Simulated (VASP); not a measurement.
Wanted: the native input for a VASP 6.6.1 run.

- Task: relaxation of cell and atoms
- Functional: PBE
- Potentials or basis: VASP PAW PBE potentials, release 64 (Ga_d)
- Cutoff: 600 eV
- k mesh: 13 × 13 × 13
- Occupations: fermi-dirac, width 0.08 eV
- Spin: no spin polarisation
- Target pressure: 19 GPa
- Dipole correction: no
- Further INCAR settings: ALGO = Normal; EDIFF = 1e-06; IBRION = 2; EDIFFG = -0.005; NSW = 60; ISIF = 3

The structure of Ga lies in POSCAR:

```
Ga
1.0
    0.0000000000      2.6035574877      2.6035574877
    2.6035574877      0.0000000000      2.6035574877
    2.6035574877      2.6035574877      0.0000000000
Ga
2
Direct
   -0.1250000000     -0.1250000000     -0.1250000000
    0.1250000000      0.1250000000      0.1250000000
```

This isn't the form of Ga at room conditions, which is orthorhombic.

One way to write it, as run:

INCAR

```
ALGO     = Normal         # electronic algorithm
EDIFF    = 1E-6           # SCF threshold, eV
EDIFFG   = -0.005         # ionic threshold
ENCUT    = 600            # plane-wave cutoff, eV
GGA      = PE             # functional
IBRION   = 2              # ionic algorithm
ISIF     = 3              # what is computed and relaxed
ISMEAR   = -1             # smearing method
LASPH    = True           # aspherical terms in the spheres
LCHARG   = False          # write CHGCAR
LREAL    = False          # projectors in reciprocal space
LWAVE    = False          # write WAVECAR
NELM     = 60             # most SCF steps
NSW      = 60             # ionic steps
PREC     = Accurate       # precision mode
PSTRESS  = 190.0        
SIGMA    = 0.08           # smearing width, eV
```

KPOINTS

```
k-points
0
Gamma
  13 13 13
```

Potentials or basis: VASP PAW PBE potentials, release 64 (Ga_d).

Command:

```bash
$ cat potpaw_PBE.64/Ga_d/POTCAR > POTCAR
$ mpirun -np 1 vasp_std > vasp.out
```

It gave:

- Relaxed volume: 19.34 Å³/atom
- Relaxed cell: a = 3.796 Å, b = 3.796 Å, c = 3.796 Å, α = 60.00°, β = 60.00°, γ = 60.00°
- Space group after relaxing (to 0.1 Å): Fd-3m (No. 227)
- Energy change on relaxing (the run minimises the enthalpy): -260.5 meV/atom
- Ionic steps: 16
- Pressure after relaxing: 19.0 GPa
- Band gap on the k mesh: zero (bands 13 and 14 overlap by 5.30 eV)

Caveat: the cell is relaxed towards a set pressure, so the run minimises the enthalpy, not the energy.

Run time: 2 min on 1 thread of Intel(R) Xeon(R) 6975P-C (Granite Rapids) (shared host), peak memory 0.2 GiB.
